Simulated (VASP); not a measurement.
# Ga (C2/c) in VASP: a series of runs, part 2 of 2

VASP 6.6.1. The steps go on from the part before.

## 3. Single point, PBE, non-collinear spin, zero start, spin-orbit coupling

Input file INCAR:

```
PREC = Accurate ; ENCUT = 520
EDIFF = 1E-6 ; ISMEAR = -1
SIGMA = 0.05 ; LREAL = False
LASPH = True ; NELM = 150
ALGO = Fast ; ISIF = 2
LWAVE = False ; LCHARG = False
MAGMOM = 0 0 0 0 0 0 ; LORBIT = 11
LSORBIT = True ; GGA_COMPAT = False
LORBMOM = True ; GGA = PE
NBANDS = 38
```

Input file KPOINTS:

```
Automatic mesh
0
Gamma
  7 7 6
```

Input file POSCAR:

```
Ga
1.0
    1.3830000000     -4.0265000000      0.0000000000
    1.3830000000      4.0265000000      0.0000000000
   -0.1174474948      0.0000000000      3.3299294416
Ga
2
Direct
    0.1310000000      0.8690000000      0.7500000000
    0.8690000000      0.1310000000      0.2500000000
```

Potentials or basis: VASP PAW PBE potentials, release 64 (Ga_d).

Launch:

```
$ cat potpaw_PBE.64/Ga_d/POTCAR > POTCAR
$ mpirun -np 1 vasp_ncl > vasp.out
```

OUTCAR:

```text
PREC = Accurate
   ENCUT = 520
   EDIFF = 1E-6
   ISMEAR = -1
   LREAL = False
   LASPH = True
   NELM = 150
   ISIF = 2
   LORBIT = 11
   LSORBIT = True
   GGA = PE

 ion  position               nearest neighbor table
   1  0.131  0.869  0.750-   2 2.69   2 2.69   2 2.86   2 2.86   2 2.92   2 2.92
   2  0.869  0.131  0.250-   1 2.69   1 2.69   1 2.86   1 2.86   1 2.92   1 2.92

  LATTYP: Found a base centered monoclinic cell.
 ALAT       =     2.7660000000
 B/A-ratio  =     2.9114244396
 C/A-ratio  =     1.2046276211
 COS(beta)  =    -0.0352483478

  Lattice vectors:

 A1 = (   1.3830000000,  -4.0265000000,   0.0000000000)
 A2 = (   1.3830000000,   4.0265000000,   0.0000000000)
 A3 = (  -0.1174474948,   0.0000000000,   3.3299294416)

Analysis of symmetry for initial positions (statically):
=====================================================================
 Subroutine PRICEL returns:
 Original cell was already a primitive cell.

 Routine SETGRP: Setting up the symmetry group for a
 base centered monoclinic supercell.

 Subroutine GETGRP returns: Found  4 space group operations
 (whereof  2 operations were pure point group operations)
 out of a pool of  4 trial point group operations.

The static configuration has the point symmetry S_2 .
 The point group associated with its full space group is C_2h.

Analysis of symmetry for dynamics (positions and initial velocities):
=====================================================================
 Subroutine PRICEL returns:
 Original cell was already a primitive cell.

 Routine SETGRP: Setting up the symmetry group for a
 base centered monoclinic supercell.

 Subroutine GETGRP returns: Found  4 space group operations
 (whereof  2 operations were pure point group operations)
 out of a pool of  4 trial point group operations.

The dynamic configuration has the point symmetry S_2 .
 The point group associated with its full space group is C_2h.

Analysis of structural, dynamic, and magnetic symmetry:
=====================================================================
 Subroutine PRICEL returns:
 Original cell was already a primitive cell.

 Routine SETGRP: Setting up the symmetry group for a
 base centered monoclinic supercell.

 Subroutine GETGRP returns: Found  4 space group operations
 (whereof  2 operations were pure point group operations)
 out of a pool of  4 trial point group operations.

The overall configuration has the point symmetry S_2 .
 The point group associated with its full space group is C_2h.

 Subroutine INISYM returns: Found  4 space group operations
 (whereof  2 operations are pure point group operations),
 and found     1 'primitive' translations

----------------------------------------------------------------------------------------

                                     Primitive cell

  volume of cell :      37.0864

[... 1131 lines left out ...]

------------------------ aborting loop because EDIFF is reached ----------------------------------------

  FORCE on cell =-STRESS in cart. coord.  units (eV):
  Direction    XX          YY          ZZ          XY          YZ          ZX
  --------------------------------------------------------------------------------------
  -------------------------------------------------------------------------------------
  Total        0.3953536      0.8272596      0.3390471      0.0000000      0.0000000     -0.1161858
  in kB       17.0797455     35.7385963     14.6472388      0.0000000      0.0000000     -5.0193664
  external PRESSURE =      22.4885269 kB  Pullay stress =       0.0000000 kB

 VOLUME and BASIS-vectors are now :
 -----------------------------------------------------------------------------
  energy-cutoff  :      520.00
  volume of cell :       37.09
      direct lattice vectors                 reciprocal lattice vectors
     1.383000000 -4.026500000  0.000000000     0.361532899 -0.124177325  0.012751361
     1.383000000  4.026500000  0.000000000     0.361532899  0.124177325  0.012751361
    -0.117447495  0.000000000  3.329929442     0.000000000  0.000000000  0.300306663

 POSITION                                       TOTAL-FORCE (eV/Angst)
 -----------------------------------------------------------------------------------
      1.29491      2.97156      2.49745         0.000000     -0.147836      0.000000
      1.35364     -2.97156      0.83248        -0.000000      0.147836      0.000000
 -----------------------------------------------------------------------------------
    total drift:                                0.000000      0.000000      0.000000

  FREE ENERGIE OF THE ION-ELECTRON SYSTEM (eV)
  ---------------------------------------------------
  free  energy   TOTEN  =        -5.7451216372 eV

  energy  without entropy=       -5.7370639324  energy(sigma->0) =       -5.74109278

 orbital moment (x)

 # of ion     p       d       tot
 ----------------------------------------
  1         0.000  -0.000  -0.000
  2         0.000  -0.000  -0.000
 ----------------------------------------
            0.000  -0.000  -0.000

 orbital moment (y)

 # of ion     p       d       tot
 ----------------------------------------
  1         0.000   0.000   0.000
  2         0.000   0.000   0.000
 ----------------------------------------
            0.000   0.000   0.000

 orbital moment (z)

 # of ion     p       d       tot
 ----------------------------------------
  1         0.000   0.000   0.000
  2         0.000   0.000   0.000
 ----------------------------------------
            0.000   0.000   0.000

 Spin-Orbit-Coupling matrix elements

 Ion:    1  E_soc:     -0.0109979
 l=   1
     0.0000000    -0.0009969    -0.0010321
    -0.0009969     0.0000000    -0.0009753
    -0.0010321    -0.0009753     0.0000000
 l=   2
     0.0000000    -0.0001667     0.0000000    -0.0001683    -0.0006692
    -0.0001667     0.0000000    -0.0004977    -0.0001654    -0.0001652
     0.0000000    -0.0004977     0.0000000    -0.0004979     0.0000000
    -0.0001683    -0.0001654    -0.0004979     0.0000000    -0.0001642
    -0.0006692    -0.0001652     0.0000000    -0.0001642     0.0000000
 l=   3
     0.0000000     0.0000000     0.0000000     0.0000000     0.0000000     0.0000000     0.0000000
     0.0000000     0.0000000     0.0000000     0.0000000     0.0000000     0.0000000     0.0000000
     0.0000000     0.0000000     0.0000000     0.0000000     0.0000000     0.0000000     0.0000000
     0.0000000     0.0000000     0.0000000     0.0000000     0.0000000     0.0000000     0.0000000
     0.0000000     0.0000000     0.0000000     0.0000000     0.0000000     0.0000000     0.0000000
     0.0000000     0.0000000     0.0000000     0.0000000     0.0000000     0.0000000     0.0000000
     0.0000000     0.0000000     0.0000000     0.0000000     0.0000000     0.0000000     0.0000000

 Ion:    2  E_soc:     -0.0109979
 l=   1
     0.0000000    -0.0009969    -0.0010321
    -0.0009969     0.0000000    -0.0009753
    -0.0010321    -0.0009753     0.0000000
 l=   2
     0.0000000    -0.0001667     0.0000000    -0.0001683    -0.0006692
    -0.0001667     0.0000000    -0.0004977    -0.0001654    -0.0001652
     0.0000000    -0.0004977     0.0000000    -0.0004979     0.0000000
    -0.0001683    -0.0001654    -0.0004979     0.0000000    -0.0001642
    -0.0006692    -0.0001652     0.0000000    -0.0001642     0.0000000
 l=   3
     0.0000000     0.0000000     0.0000000     0.0000000     0.0000000     0.0000000     0.0000000
     0.0000000     0.0000000     0.0000000     0.0000000     0.0000000     0.0000000     0.0000000
     0.0000000     0.0000000     0.0000000     0.0000000     0.0000000     0.0000000     0.0000000
     0.0000000     0.0000000     0.0000000     0.0000000     0.0000000     0.0000000     0.0000000
     0.0000000     0.0000000     0.0000000     0.0000000     0.0000000     0.0000000     0.0000000
     0.0000000     0.0000000     0.0000000     0.0000000     0.0000000     0.0000000     0.0000000
     0.0000000     0.0000000     0.0000000     0.0000000     0.0000000     0.0000000     0.0000000

 total charge

# of ion       s       p       d       tot
------------------------------------------
    1        0.999   0.615   9.959  11.572
    2        0.999   0.615   9.959  11.572
--------------------------------------------------
tot          1.997   1.230  19.918  23.145

 magnetization (x)

# of ion       s       p       d       tot
------------------------------------------
    1        0.000   0.000   0.000   0.000
    2        0.000   0.000   0.000   0.000
--------------------------------------------------
tot          0.000   0.000   0.000   0.000

 magnetization (y)

# of ion       s       p       d       tot
------------------------------------------
    1        0.000  -0.000  -0.000   0.000
    2        0.000  -0.000  -0.000   0.000
--------------------------------------------------
tot          0.000  -0.000  -0.000   0.000

 magnetization (z)

# of ion       s       p       d       tot
------------------------------------------
    1        0.000   0.000   0.000   0.000
    2        0.000   0.000   0.000   0.000
--------------------------------------------------
tot          0.000   0.000   0.000   0.000
```

Wall time 4.5 min (1 thread of Intel Xeon 6975P-C (Granite Rapids), shared host); peak memory 0.38 GiB.

Results:

| Quantity | Value |
| --- | --- |
| Free energy | -5.7451 eV |
| Pressure | 2.2 GPa |
| Largest force | 0.148 eV/Å |
| Net moment | 0.00 μB per cell |
| Valence electrons inside the program's atomic spheres | Ga 11.57 |

Forces in eV/Å, atoms in the order of the input:
```
Ga   0.000 -0.148  0.000
Ga   0.000  0.148  0.000
```

Moments on the atoms (μB; x, y, z):
```
Ga  0.00 0.00 0.00
Ga  0.00 0.00 0.00
```

## 4. Single point, r2SCAN

This run uses another cell than the first one, of 18.91 Å³/atom.

Input file POSCAR:

```
Ga
1.0
    1.3921592073     -4.0531663400      0.0000000000
    1.3921592073      4.0531663400      0.0000000000
   -0.1182253154      0.0000000000      3.3519825971
Ga
2
Direct
    0.1310000000      0.8690000000      0.7500000000
    0.8690000000      0.1310000000      0.2500000000
```

Input file INCAR.step1:

```
  ALGO = Normal
  EDIFF = 1E-4
  ENCUT = 520
  GGA = PE
  ISMEAR = -1
  LASPH = True
  LCHARG = False
  LREAL = False
  LWAVE = True
  NBANDS = 20
  NELM = 60
  PREC = Accurate
  SIGMA = 0.05
```

Input file INCAR.step2:

```
  ALGO = Normal
  EDIFF = 1E-6
  ENCUT = 520
  ISIF = 2
  ISMEAR = -1
  ISTART = 1
  LASPH = True
  LCHARG = False
  LMIXTAU = True
  LREAL = False
  LWAVE = False
  METAGGA = R2SCAN
  NBANDS = 20
  NELM = 60
  PREC = Accurate
  SIGMA = 0.05
```

Input file KPOINTS:

```
k-points
0
Gamma
  10 10 8
```

Launch:

```
$ cat potpaw_PBE.64/Ga_d/POTCAR > POTCAR
$ cp INCAR.step1 INCAR
$ mpirun -np 1 vasp_std > vasp.out
$ cp INCAR.step2 INCAR
$ mpirun -np 1 vasp_std > vasp.out
```

It took 3.4 min on 1 thread of Intel Xeon 6975P-C (Granite Rapids), shared host; peak memory 0.28 GiB.

The run converged. Its results:

| Property | Result |
| --- | --- |
| Free energy | -22.7101 eV |
| Pressure | -2.5 GPa |
| Largest force | 0.201 eV/Å |
| Band gap on the k mesh | zero (bands 13 and 14 overlap by 8.60 eV) |

Forces in eV/Å, atoms in the order of the input:
```
Ga   0.000 -0.201  0.000
Ga   0.000  0.201  0.000
```

Stress tensor (GPa, compression positive):
```
-1.85  0.00  0.57
 0.00 -2.62  0.00
 0.57  0.00 -2.96
```

Levels at points of the mesh, in eV from the Fermi level:
| k point | band 9 | band 10 | band 11 | band 12 | band 13 | band 14 | band 15 | band 16 | band 17 | band 18 |
| --- | --- | --- | --- | --- | --- | --- | --- | --- | --- | --- |
| (0.00, 0.00, 0.00) | -15.27 | -15.14 | -11.63 | -2.24 | -1.60 | 1.67 | 5.84 | 10.11 | 10.60 | 10.83 |
| (0.50, 0.00, 0.00) | -15.20 | -15.15 | -6.29 | -5.17 | -1.46 | 0.14 | 5.97 | 6.82 | 8.78 | 9.69 |
| (0.50, 0.50, 0.00) | -15.24 | -15.19 | -9.45 | -8.87 | 4.11 | 4.75 | 6.12 | 6.30 | 7.87 | 11.52 |
| (0.00, 0.00, 0.50) | -15.20 | -15.20 | -8.05 | -8.05 | 1.70 | 1.70 | 2.68 | 2.68 | 12.11 | 12.11 |
| (0.50, 0.00, 0.50) | -15.16 | -15.16 | -2.99 | -2.95 | -1.71 | -1.53 | 1.80 | 2.37 | 4.63 | 5.09 |
| (0.50, 0.50, 0.50) | -15.28 | -15.28 | -6.24 | -6.24 | -4.49 | -4.49 | 11.29 | 11.29 | 12.33 | 12.33 |

Caveat: the PAW data sets were made with another functional, which shifts forces and pressure a little.

## 5. Single point, r2SCAN

This run uses another cell than the first one, of 19.28 Å³/atom.

Input file POSCAR:

```
Ga
1.0
    1.4011994555     -4.0794863395      0.0000000000
    1.4011994555      4.0794863395      0.0000000000
   -0.1189930338      0.0000000000      3.3737493278
Ga
2
Direct
    0.1310000000      0.8690000000      0.7500000000
    0.8690000000      0.1310000000      0.2500000000
```

Input file INCAR.step1:

```
PREC = Accurate ; ENCUT = 520
ISMEAR = -1 ; SIGMA = 0.05
LREAL = False ; LASPH = True
NELM = 60 ; NBANDS = 20
GGA = PE ; ALGO = Normal
EDIFF = 1E-4 ; LWAVE = True
LCHARG = False
```

Input file INCAR.step2:

```
PREC = Accurate ; ENCUT = 520
EDIFF = 1E-7 ; ISMEAR = -1
SIGMA = 0.05 ; LREAL = False
LASPH = True ; NELM = 60
ALGO = Normal ; ISIF = 2
LWAVE = False ; LCHARG = False
METAGGA = R2SCAN ; LMIXTAU = True
NBANDS = 20 ; ISTART = 1
```

Input file KPOINTS:

```
regular mesh
0
Gamma
  10 10 8
```

Launch:

```
$ cat potpaw_PBE.64/Ga_d/POTCAR > POTCAR
$ cp INCAR.step1 INCAR
$ mpirun -np 1 vasp_std > vasp.out
$ cp INCAR.step2 INCAR
$ mpirun -np 1 vasp_std > vasp.out
```

It took 3.7 min on 1 thread of Intel Xeon 6975P-C (Granite Rapids), shared host; peak memory 0.27 GiB.

It converged, with:

| Item | Value |
| --- | --- |
| Free energy | -22.6966 eV |
| Pressure | -3.3 GPa |
| Largest force | 0.196 eV/Å |
| Band gap on the k mesh | zero (bands 13 and 14 overlap by 8.45 eV) |

Forces on the atoms (eV/Å):
```
Ga   0.000 -0.196  0.000
Ga   0.000  0.196  0.000
```

Stress tensor (GPa, compression positive):
```
-2.81  0.00  0.52
 0.00 -3.45  0.00
 0.52  0.00 -3.70
```

Levels at points of the mesh, in eV from the Fermi level:
| k point | band 10 | band 11 | band 12 | band 13 | band 14 | band 15 | band 16 | band 17 |
| --- | --- | --- | --- | --- | --- | --- | --- | --- |
| (0.00, 0.00, 0.00) | -15.13 | -11.48 | -2.18 | -1.66 | 1.66 | 5.81 | 9.96 | 10.43 |
| (0.50, 0.00, 0.00) | -15.15 | -6.24 | -5.08 | -1.42 | 0.10 | 5.87 | 6.70 | 8.65 |
| (0.50, 0.50, 0.00) | -15.19 | -9.33 | -8.76 | 4.06 | 4.69 | 6.00 | 6.19 | 7.76 |
| (0.00, 0.00, 0.50) | -15.20 | -7.96 | -7.96 | 1.70 | 1.70 | 2.63 | 2.63 | 11.91 |
| (0.50, 0.00, 0.50) | -15.15 | -2.97 | -2.96 | -1.67 | -1.53 | 1.79 | 2.35 | 4.59 |
| (0.50, 0.50, 0.50) | -15.27 | -6.20 | -6.20 | -4.39 | -4.39 | 11.12 | 11.12 | 12.14 |

Caveat: the cell stands under tension; the PAW data sets were made with another functional, which shifts forces and pressure a little.

## 6. Single point, r2SCAN

This run uses another cell than the first one, of 19.66 Å³/atom.

Input file POSCAR:

```
Ga
1.0
    1.4101245334     -4.1054710295      0.0000000000
    1.4101245334      4.1054710295      0.0000000000
   -0.1197509717      0.0000000000      3.3952387564
Ga
2
Direct
    0.1310000000      0.8690000000      0.7500000000
    0.8690000000      0.1310000000      0.2500000000
```

Input file INCAR.step1:

```
SYSTEM = Ga
PREC = Accurate
ENCUT = 520
ISMEAR = -1
SIGMA = 0.05
LREAL = .False.
LASPH = .True.
NELM = 80
NBANDS = 20
GGA = PE
ALGO = Normal
EDIFF = 1E-4
LWAVE = .True.
LCHARG = .False.
```

Input file INCAR.step2:

```
SYSTEM = Ga
PREC = Accurate
ENCUT = 520
EDIFF = 1E-6
ISMEAR = -1
SIGMA = 0.05
LREAL = .False.
LASPH = .True.
NELM = 80
ALGO = Normal
ISIF = 2
LWAVE = .False.
LCHARG = .True.
METAGGA = R2SCAN
LMIXTAU = .True.
LELF = .True.
LVHAR = .True.
NBANDS = 20
ISTART = 1
```

Input file KPOINTS:

```
regular mesh
0
Gamma
  10 10 8
  0 0 0
```

Potentials or basis: VASP PAW PBE potentials, release 64 (Ga_d).

Launch:

```
$ cat potpaw_PBE.64/Ga_d/POTCAR > POTCAR
$ cp INCAR.step1 INCAR
$ mpirun -np 1 vasp_std > vasp.out
$ cp INCAR.step2 INCAR
$ mpirun -np 1 vasp_std > vasp.out
```

Run time: 3.3 min. Hardware: 1 thread of Intel Xeon 6975P-C (Granite Rapids), shared host; peak memory 0.28 GiB.

Results (log left out):

| Property | Result |
| --- | --- |
| Free energy | -22.6792 eV |
| Pressure | -4.2 GPa |
| Largest force | 0.192 eV/Å |
| Band gap on the k mesh | zero (bands 13 and 14 overlap by 8.31 eV) |

Forces in eV/Å, atoms in the order of the input:
```
Ga   0.000 -0.192  0.000
Ga   0.000  0.192  0.000
```

Stress tensor (GPa, compression positive):
```
-3.78  0.00  0.48
 0.00 -4.31  0.00
 0.48  0.00 -4.51
```

Levels at points of the mesh, in eV from the Fermi level:
| k point | band 10 | band 11 | band 12 | band 13 | band 14 | band 15 | band 16 | band 17 |
| --- | --- | --- | --- | --- | --- | --- | --- | --- |
| (0.00, 0.00, 0.00) | -15.13 | -11.33 | -2.12 | -1.72 | 1.66 | 5.79 | 9.81 | 10.27 |
| (0.50, 0.00, 0.00) | -15.14 | -6.20 | -5.00 | -1.38 | 0.07 | 5.78 | 6.59 | 8.54 |
| (0.50, 0.50, 0.00) | -15.18 | -9.21 | -8.65 | 4.01 | 4.63 | 5.89 | 6.08 | 7.66 |
| (0.00, 0.00, 0.50) | -15.19 | -7.87 | -7.87 | 1.69 | 1.69 | 2.58 | 2.58 | 11.72 |
| (0.50, 0.00, 0.50) | -15.15 | -2.97 | -2.95 | -1.64 | -1.53 | 1.78 | 2.33 | 4.56 |
| (0.50, 0.50, 0.50) | -15.26 | -6.17 | -6.17 | -4.30 | -4.30 | 10.95 | 10.95 | 11.95 |

Caveat: the cell stands under tension; the PAW data sets were made with another functional, which shifts forces and pressure a little.

## 7. The runs side by side

| task | level | spin | cell | k mesh | cutoff (eV) | gap on the mesh (eV) | pressure (GPa) | largest force (eV/Å) |
| --- | --- | --- | --- | --- | --- | --- | --- | --- |
| relaxation of cell and atoms | BLYP+D3(BJ) | off | relaxed from a = 4.257, b = 4.257, c = 3.332 Å, angles 90.7, 90.7, 142.1°, 2 atoms | 10 × 10 × 8 | 600 | none | 0.0 | - |
| single point | PBE | non-collinear, zero start, SOC | a = 4.257, b = 4.257, c = 3.332 Å, angles 90.7, 90.7, 142.1°, 2 atoms | 7 × 7 × 6 | 520 | - | 2.2 | 0.15 |
| single point | r2SCAN | off | a = 4.286, b = 4.286, c = 3.354 Å, angles 90.7, 90.7, 142.1°, 2 atoms | 10 × 10 × 8 | 520 | none | -2.5 | 0.20 |
| single point | r2SCAN | off | a = 4.313, b = 4.313, c = 3.376 Å, angles 90.7, 90.7, 142.1°, 2 atoms | 10 × 10 × 8 | 520 | none | -3.3 | 0.20 |
| single point | r2SCAN | off | a = 4.341, b = 4.341, c = 3.397 Å, angles 90.7, 90.7, 142.1°, 2 atoms | 10 × 10 × 8 | 520 | none | -4.2 | 0.19 |

Alike in all rows: potentials or basis VASP PAW PBE potentials, release 64 (Ga_d); smearing fermi-dirac 0.05 eV.

Caveats: the PAW data sets were made with another functional, which shifts forces and pressure a little (at least some runs); the cell stands under tension (at least some runs).

Absolute energies hang on the potentials; compare differences alone.
